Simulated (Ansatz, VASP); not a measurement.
One calculation of ScSi10, two programs

The input INCAR:

```
SYSTEM = ScSi10
ALGO     = Normal         ! electronic algorithm
EDIFF    = 1E-6           ! SCF threshold, eV
EDIFFG   = -0.01          ! ionic threshold
ENCUT    = 600            ! plane-wave cutoff, eV
GGA      = PE             ! functional
IBRION   = 2              ! ionic algorithm
ISIF     = 3              ! what is computed and relaxed
ISMEAR   = 0              ! smearing method
LASPH    = .TRUE.         ! aspherical terms in the spheres
LCHARG   = .FALSE.        ! write CHGCAR
LREAL    = .FALSE.        ! projectors in reciprocal space
LWAVE    = .FALSE.        ! write WAVECAR
NELM     = 60             ! most SCF steps
NSW      = 100            ! ionic steps
PREC     = Accurate       ! precision mode
SIGMA    = 0.1            ! smearing width, eV
```

Contents of KPOINTS:

```
k-points
0
G
  6 6 6
  0 0 0
```

The input POSCAR:

```
ScSi10
1.0
    5.8795591497      0.0000000000      0.0000000000
   -2.9397795748      5.0918475867      0.0000000000
    0.0000000000      0.0000000000      6.4558053728
Sc Si
1 10
Direct
    0.0000000000      0.0000000000      0.0000000000
    0.3333333333      0.6666666667      0.1849118739
    0.3333333333      0.6666666667      0.8150881261
    0.6666666667      0.3333333333      0.8150881261
    0.6666666667      0.3333333333      0.1849118739
    0.2740796497      0.0000000000      0.6488630928
    0.0000000000      0.2740796497      0.6488630928
    0.7259203503      0.7259203503      0.6488630928
    0.0000000000      0.7259203503      0.3511369072
    0.7259203503      0.0000000000      0.3511369072
    0.2740796497      0.2740796497      0.3511369072
```

Input for Ansatz:

```yaml
crystal:
  lattice:
    - [5.8795591497, 0.0, 0.0]
    - [-2.9397795748, 5.0918475867, 0.0]
    - [0.0, 0.0, 6.4558053728]
  atoms:
    - { symbol: Sc, position: [0.0, 0.0, 0.0] }
    - { symbol: Si, position: [0.3333333333, 0.6666666667, 0.1849118739] }
    - { symbol: Si, position: [0.3333333333, 0.6666666667, 0.8150881261] }
    - { symbol: Si, position: [0.6666666667, 0.3333333333, 0.8150881261] }
    - { symbol: Si, position: [0.6666666667, 0.3333333333, 0.1849118739] }
    - { symbol: Si, position: [0.2740796497, 0.0, 0.6488630928] }
    - { symbol: Si, position: [0.0, 0.2740796497, 0.6488630928] }
    - { symbol: Si, position: [0.7259203503, 0.7259203503, 0.6488630928] }
    - { symbol: Si, position: [0.0, 0.7259203503, 0.3511369072] }
    - { symbol: Si, position: [0.7259203503, 0.0, 0.3511369072] }
    - { symbol: Si, position: [0.2740796497, 0.2740796497, 0.3511369072] }
basis:
  ecutwfc: 420
kpoints:
  mp_grid: { grid: [6, 6, 6] }
hamiltonian:
  xc: pbe
scf:
  occupations: { method: gaussian, width: 0.1 }
output:
  forces: true
  stress: true
  eigenvalues: true
  write_density: true
  write_potential: true
  elf: true
  volumetric_format: npy
relax:
  adjacent_minimum: "off"
  f_tol: 0.01
  max_steps: 80
  cell: { stress_tol: 0.05 }
```

Alike in both runs: task relaxation of cell and atoms; functional PBE; k mesh 6 × 6 × 6; occupations gaussian, width 0.1 eV; no spin polarisation.

|  | VASP | Ansatz |
| --- | --- | --- |
| version | VASP 6.6.1 | Ansatz 0.2.0 |
| potentials or method | VASP PAW PBE potentials, release 64 (Sc_sv, Si), cutoff 600 eV | scalar-relativistic, plane waves, PAW |
| valence electrons in the cell | 51 | 51 |

|  | VASP | Ansatz | Ansatz less VASP |
| --- | --- | --- | --- |
| gap on the k mesh at the Fermi level, each at its own relaxed structure (eV) | none | none | - |
| relaxed volume (Å³/atom) | 17.55 | 17.57 | +0.018 |
| relaxed cell length with the largest relative difference (Å) | 5.878 | 5.881 | +0.0032 |

A gap of «none» marks a metal or a gap that the smearing closes.
